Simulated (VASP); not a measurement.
# CuOs (P1) in VASP: single point with PBE

Aim: the single point of CuOs with PBE.

Program: VASP 6.6.1. These are calculated values, not measurements. Logs are shortened: lines on timing, memory, paths and dates and some standing lists are left out, and cuts for length are marked.

## Step 1: The cell of the first run

The typed cell holds 16 atoms: a = 6.519 Å, b = 6.541 Å, c = 6.517 Å, α = 107.28°, β = 110.94°, γ = 110.06°.

## Step 2: Single point, PBE

Input file INCAR:

```
SYSTEM = CuOs
PREC = Accurate
ENCUT = 520
EDIFF = 1E-6
ISMEAR = 0
SIGMA = 0.1
LREAL = Auto
LASPH = .True.
NELM = 80
ALGO = Fast
ISIF = 2
LWAVE = .False.
LCHARG = .True.
GGA = PE
LELF = .True.
LVHAR = .True.
NBANDS = 90
ISYM = 0
```

Input file KPOINTS:

```
Automatic mesh
0
Gamma
  3 3 3
  0 0 0
```

Input file POSCAR:

```
CuOs
1.0
   -3.8606991036      3.7332339753     -3.6958179920
    3.8812239848      3.7521177682      3.6941769036
    3.8603991529     -3.7315928869     -3.6938769530
Cu Os
8 8
Direct
    0.7593990224      0.5141699336      0.7540408044
    0.2421370612      0.2430941882      0.4855583728
    0.7526969455     -0.0033836721      0.2427075591
    0.7406674123      0.7504444456      0.4996506774
   -0.0125790567      0.9844407584      0.9960923231
    0.2520512644      0.4954487187      0.2418917311
    0.7569699896      0.2433197757      0.0006450633
    0.2501247510      0.7504992930      0.0091846275
    0.2594638379      0.0149256250      0.7550808408
   -0.0007210089      0.2453018722      0.7479747691
    0.5157682675      1.0249658432      0.5092222571
    0.4724129560      0.7361025865      0.7357665278
   -0.0152184155      0.4864504572      0.5008504732
    0.4962112758      0.2453546602      0.2453062536
    0.9994002888      0.7365849022      0.2629057674
    0.5238985361      0.5143480108      0.9897904837
```

Potentials or basis: VASP PAW PBE potentials, release 64 (Cu, Os).

Started as:

```
$ cat potpaw_PBE.64/Cu/POTCAR potpaw_PBE.64/Os/POTCAR > POTCAR
$ mpirun -np 1 vasp_std > vasp.out
```

OUTCAR:

```text
SYSTEM = CuOs
   PREC = Accurate
   ENCUT = 520
   EDIFF = 1E-6
   ISMEAR = 0
   LREAL = Auto
   LASPH = .True.
   NELM = 80
   ISIF = 2
   GGA = PE
   ISYM = 0

 ion  position               nearest neighbor table
   1  0.759  0.514  0.754-  16 2.53   5 2.54  13 2.58   4 2.58   8 2.58  11 2.64   7 2.72   2 2.72
                            15 2.73  14 2.73  12 2.73  10 2.73
   2  0.242  0.243  0.486-   3 2.57   6 2.61   9 2.62   5 2.62  11 2.63  14 2.65  12 2.67  13 2.69
                            16 2.70  10 2.71   1 2.72  15 2.74
   3  0.753  0.997  0.243-   7 2.57   2 2.57   5 2.59  16 2.61   8 2.65   4 2.65  13 2.65  10 2.70
                            14 2.70  15 2.71  11 2.71  12 2.71
   4  0.741  0.750  0.500-   6 2.57   1 2.58   3 2.65   5 2.65  15 2.67  10 2.67  11 2.68  12 2.71
                            13 2.72  14 2.73   9 2.73  16 2.74
   5  0.987  0.984  0.996-   1 2.54   3 2.59   7 2.62   2 2.62   4 2.65   8 2.66  10 2.68  14 2.68
                            15 2.71  12 2.71   9 2.75   6 2.76
   6  0.252  0.495  0.242-   8 2.57   4 2.57   7 2.61   2 2.61  10 2.64  14 2.64  12 2.65  15 2.65
                             5 2.76  16 2.81  13 2.82  11 2.86
   7  0.757  0.243  0.001-   3 2.57   6 2.61   9 2.62   5 2.62  11 2.63  10 2.66  15 2.67  13 2.68
                            16 2.70  14 2.72   1 2.72  12 2.74
   8  0.250  0.750  0.009-   6 2.57   1 2.58   3 2.65   5 2.66  12 2.67  14 2.67  11 2.68  15 2.71
                            13 2.72   9 2.73  10 2.73  16 2.74
   9  0.259  0.015  0.755-   2 2.62   7 2.62  14 2.62  10 2.62  12 2.64  15 2.65  11 2.70  16 2.70
                             8 2.73   4 2.73   5 2.75  13 2.85
  10  0.999  0.245  0.748-  11 2.55  13 2.57   9 2.62   6 2.64   7 2.66   4 2.67   5 2.68   3 2.70
                             2 2.71   1 2.73   8 2.73  16 2.77
  11  0.516  0.025  0.509-  10 2.55  14 2.55   7 2.63   2 2.63   1 2.64   4 2.68   8 2.68   9 2.70
                             3 2.71  12 2.72  15 2.73   6 2.86
  12  0.472  0.736  0.736-  16 2.51  13 2.57   9 2.64   6 2.65   2 2.67   8 2.67   4 2.71   5 2.71
                             3 2.71  11 2.72   1 2.73   7 2.74
  13  0.985  0.486  0.501-  12 2.57  10 2.57  15 2.57  14 2.57   1 2.58   3 2.65   7 2.68   2 2.69
                             4 2.72   8 2.72   6 2.82   9 2.85
  14  0.496  0.245  0.245-  11 2.55  13 2.57   9 2.62   6 2.64   2 2.65   8 2.67   5 2.68   3 2.70
                             7 2.72   1 2.73   4 2.73  16 2.76
  15  0.999  0.737  0.263-  16 2.51  13 2.57   9 2.65   6 2.65   4 2.67   7 2.67   5 2.71   8 2.71
                             3 2.71   1 2.73  11 2.73   2 2.74
  16  0.524  0.514  0.990-  15 2.51  12 2.51   1 2.53   3 2.61   9 2.70   7 2.70   2 2.70   4 2.74
                             8 2.74  14 2.76  10 2.77   6 2.81

IMPORTANT INFORMATION: All symmetrisations will be switched off!
NOSYMM: (Re-)initialisation of all symmetry stuff for point group C_1.

----------------------------------------------------------------------------------------

                                     Primitive cell

  volume of cell :     214.1103

  direct lattice vectors                    reciprocal lattice vectors
    -3.860699104  3.733233975 -3.695817992    -0.000348872  0.133565551 -0.135293907
     3.881223985  3.752117768  3.694176904     0.128818623  0.133241040  0.000024361
     3.860399153 -3.731592887 -3.693876953     0.129178139 -0.000383877 -0.135328912

  length of vectors
     6.519287086  6.541347748  6.517069436     0.190116595  0.185330551  0.187085685

  position of ions in fractional coordinates (direct lattice)
     0.759399022  0.514169934  0.754040804
     0.242137061  0.243094188  0.485558373
     0.752696945  0.996616328  0.242707559
     0.740667412  0.750444446  0.499650677
     0.987420943  0.984440758  0.996092323
     0.252051264  0.495448719  0.241891731
[... 8 lines left out ...]
     0.999400289  0.736584902  0.262905767
     0.523898536  0.514348011  0.989790484

  ion indices of the primitive-cell ions
   primitive index   ion index
                 1           1
                 2           2
                 3           3
                 4           4
                 5           5
                 6           6
[... 8 lines left out ...]
                15          15
                16          16

----------------------------------------------------------------------------------------

 KPOINTS: Automatic mesh

Automatic generation of k-mesh.
 Grid dimensions read from file:
 generate k-points for:    3    3    3

 Generating k-lattice:

  Cartesian coordinates                     Fractional coordinates (reciprocal lattice)
    -0.000116291  0.044521850 -0.045097969     0.333333333  0.000000000  0.000000000
     0.042939541  0.044413680  0.000008120    -0.000000000  0.333333333 -0.000000000
     0.043059380 -0.000127959 -0.045109637     0.000000000  0.000000000  0.333333333

  Length of vectors
     0.063372198  0.061776850  0.062361895

  Shift w.r.t. Gamma in fractional coordinates (k-lattice)
     0.000000000  0.000000000  0.000000000

 Subroutine IBZKPT returns following result:
 ===========================================

 Found     14 irreducible k-points:

 Following reciprocal coordinates:
            Coordinates               Weight
  0.000000  0.000000  0.000000      1.000000
  0.333333  0.000000  0.000000      2.000000
  0.000000  0.333333  0.000000      2.000000
  0.333333  0.333333  0.000000      2.000000
 -0.333333  0.333333 -0.000000      2.000000
  0.000000  0.000000  0.333333      2.000000
  0.333333  0.000000  0.333333      2.000000
 -0.333333 -0.000000  0.333333      2.000000
 -0.000000  0.333333  0.333333      2.000000
  0.333333  0.333333  0.333333      2.000000
 -0.333333  0.333333  0.333333      2.000000
  0.000000 -0.333333  0.333333      2.000000
  0.333333 -0.333333  0.333333      2.000000
 -0.333333 -0.333333  0.333333      2.000000
   k-points           NKPTS =     14   k-points in BZ     NKDIM =     14   number of bands    NBANDS=     90
   number of dos      NEDOS =    301   number of ions     NIONS =     16
   total plane-waves  NPLWV = 115200
   dimension x,y,z NGX =    48 NGY =   50 NGZ =   48
   dimension x,y,z NGXF=    96 NGYF=  100 NGZF=   96
   ions per type =               8   8
   NGX,Y,Z   is equivalent  to a cutoff of  12.24, 12.71, 12.24 a.u.
   NGXF,Y,Z  is equivalent  to a cutoff of  24.48, 25.41, 24.49 a.u.
 SYSTEM =  CuOs
   PREC   = accura    normal or accurate (medium, high low for compatibility)
   ISTART =      0    job   : 0-new  1-cont  2-samecut
   ICHARG =      2    charge: 1-file 2-atom 10-const
   ISPIN  =      1    spin polarized calculation?
   LNONCOLLINEAR =      F non collinear calculations
   LSORBIT =      F    spin-orbit coupling
   LASPH  =      T    aspherical Exc in radial PAW
   ENCUT  =  520.0 eV  38.22 Ry    6.18 a.u.  12.12 12.16 12.12*2*pi/ulx,y,z
   NELM   =     80;   NELMIN=  2; NELMDL= -5     # of ELM steps
   EDIFF  = 0.1E-05   stopping-criterion for ELM
   LREAL  =      T    real-space projection
   EDIFFG = 0.1E-04   stopping-criterion for IOM
   NSW    =      0    number of steps for IOM
   IBRION =     -1    ionic relax: 0-MD 1-quasi-New 2-CG
   NFREE  =      0    steps in history (QN), initial steepest desc. (CG)
   ISIF   =      2    stress and relaxation
   ISYM   =      0    0-nonsym 1-usesym 2-fastsym
   POTIM  = 0.5000    time-step for ionic-motion
   TEBEG  =    0.0;   TEEND  =   0.0 temperature during run
   PSTRESS=    0.0 pullay stress
   NELECT =     152.0000    total number of electrons
   NUPDOWN=      -1.0000    fix difference up-down
   EMIN   =  10.00;   EMAX   =-10.00  energy-range for DOS
   EFERMI =   0.00;   METHOD = LEGACY
   ISMEAR =     0;   SIGMA  =   0.10  broadening in eV -4-tet -1-fermi 0-gaus
   EFERMI_NEDOS =   21; number of points for ismear=-14 and -15
   IALGO  =     68    algorithm
   IMIX   =      4    mixing-type and parameters
     AMIX     =   0.40;   BMIX     =  1.00
     AMIX_MAG =   1.60;   BMIX_MAG =  1.00
  volume/ion in A,a.u.               =      13.38        90.31
  Fermi-wavevector in a.u.,A,eV,Ry     =   1.460417  2.759788 29.018742  2.132817
  Thomas-Fermi vector in A             =   2.576869
   LORBIT       =      0    0 simple, 1 ext, 2 COOP (PROOUT), +10 PAW based schemes
   GGA     = PE    functional components
   LHFCALC =     F    Hartree Fock is set to
   AEXX    =    0.0000 exact exchange contribution
   IVDW    =     0    specifies the selected vdW correction
   LEPSILON=     F    determine dielectric tensor
   LRPA    =     F    only Hartree local field effects (RPA)
 non-spin polarized calculation
 RMM-DIIS sequential band-by-band and
 Gauss-broadening in eV      SIGMA  =   0.10
  energy-cutoff  :      520.00
  volume of cell :      214.11
 maximum number of plane-waves:      5794
   NGX = 25   NGY = 25   NGZ = 25

 number of electron     151.9999999 magnetization

 Free energy of the ion-electron system (eV)
  ---------------------------------------------------
  ext. energy  EPLUGINS =         0.00000000
  ---------------------------------------------------
  free energy    TOTEN  =      -112.82651731 eV

  energy without entropy =     -112.74582784  energy(sigma->0) =     -112.78617257

 E-fermi :   8.1367     XC(G=0): -13.2434

 val. band max:        8.1207897549   @ k =   0.3333   0.0000   0.0000
 cond. band min:       8.1400627903   @ k =   0.3333   0.0000   0.3333
 fundamental gap:      0.0192730353
 Fermi energy:         8.1367100225

 k-point     1 :       0.0000    0.0000    0.0000
  band No.  band energies     occupation
      1      -1.8440      2.00000
      2       1.3401      2.00000
      3       1.9648      2.00000
      4       2.2996      2.00000
      5       2.3868      2.00000
      6       2.4561      2.00000
[... 80 lines left out ...]
     87       9.9971      0.00000
     88      10.2537      0.00000

 k-point     2 :       0.3333    0.0000    0.0000
  band No.  band energies     occupation
      1      -1.0873      2.00000
      2       0.8142      2.00000
      3       1.5285      2.00000
      4       1.7902      2.00000
      5       1.8695      2.00000
      6       1.9487      2.00000
[... 1089 lines left out ...]
      4       1.4295      2.00000
      5       1.6363      2.00000
      6       1.6942      2.00000
[... 80 lines left out ...]
     87       9.6686      0.00000
     88       9.8047      0.00000
 [bands above 88 left out]

------------------------ aborting loop because EDIFF is reached ----------------------------------------

  FORCE on cell =-STRESS in cart. coord.  units (eV):
  Direction    XX          YY          ZZ          XY          YZ          ZX
  --------------------------------------------------------------------------------------
  -------------------------------------------------------------------------------------
  Total        0.7741105      0.2554569      0.0695838      0.0944608      0.0567518     -0.0191068
  in kB        5.7926323      1.9115717      0.5206926      0.7068459      0.4246713     -0.1429751
  external PRESSURE =       2.7416322 kB  Pullay stress =       0.0000000 kB

 VOLUME and BASIS-vectors are now :
 -----------------------------------------------------------------------------
  energy-cutoff  :      520.00
  volume of cell :      214.11
      direct lattice vectors                 reciprocal lattice vectors
    -3.860699104  3.733233975 -3.695817992    -0.000348872  0.133565551 -0.135293907
     3.881223985  3.752117768  3.694176904     0.128818623  0.133241040  0.000024361
     3.860399153 -3.731592887 -3.693876953     0.129178139 -0.000383877 -0.135328912

 POSITION                                       TOTAL-FORCE (eV/Angst)
 -----------------------------------------------------------------------------------
      1.97470      1.95047     -3.69250         0.002143     -0.005672     -0.002589
      1.88313      0.00417     -1.79045        -0.006126      0.011981      0.023281
      1.89910      5.64373      0.00331        -0.003593     -0.014577     -0.005054
      1.98200      3.71635     -1.81075         0.005342     -0.001212      0.007514
      3.85401      3.66300     -3.69207         0.003043      0.002673      0.000473
      1.88365      1.89731      0.00522        -0.009219     -0.017147     -0.013601
[... 8 lines left out ...]
      0.01539      5.51369     -1.94367         0.010738     -0.045258     -0.008619
      3.79467      0.19223     -3.69231         0.008018      0.035843     -0.009014
 -----------------------------------------------------------------------------------
    total drift:                               -0.001399      0.000661      0.002985

  FREE ENERGIE OF THE ION-ELECTRON SYSTEM (eV)
  ---------------------------------------------------
  free  energy   TOTEN  =      -112.8265173076 eV

  energy  without entropy=     -112.7458278376  energy(sigma->0) =     -112.78617257
```

Run time: 13 min. Hardware: 1 thread of AMD EPYC 9R45 (Zen 5), shared host; peak memory 0.4 GiB.

What came out:

| Property | Result |
| --- | --- |
| Free energy | -112.8265 eV |
| Pressure | 0.3 GPa |
| Largest force | 0.054 eV/Å |
| Band gap on the k mesh | zero (bands 76 and 77 overlap by 0.35 eV) |

Forces on the atoms (eV/Å):
```
Cu   0.002 -0.006 -0.003
Cu  -0.006  0.012  0.023
Cu  -0.004 -0.015 -0.005
Cu   0.005 -0.001  0.008
Cu   0.003  0.003  0.000
Cu  -0.009 -0.017 -0.014
Cu  -0.014  0.018 -0.014
Cu   0.008  0.003 -0.002
Os   0.013  0.035  0.005
Os  -0.027  0.007  0.033
Os   0.013  0.019  0.016
Os   0.026 -0.047  0.004
Os  -0.001 -0.009  0.006
Os  -0.029  0.007 -0.040
Os   0.011 -0.045 -0.009
Os   0.008  0.036 -0.009
```

Stress tensor (GPa, compression positive):
```
 0.58  0.07 -0.01
 0.07  0.19  0.04
-0.01  0.04  0.05
```

Caveat: the k points lie up to 0.39 Å⁻¹ apart; spin-orbit coupling is left out, which moves the levels of the heavy elements.
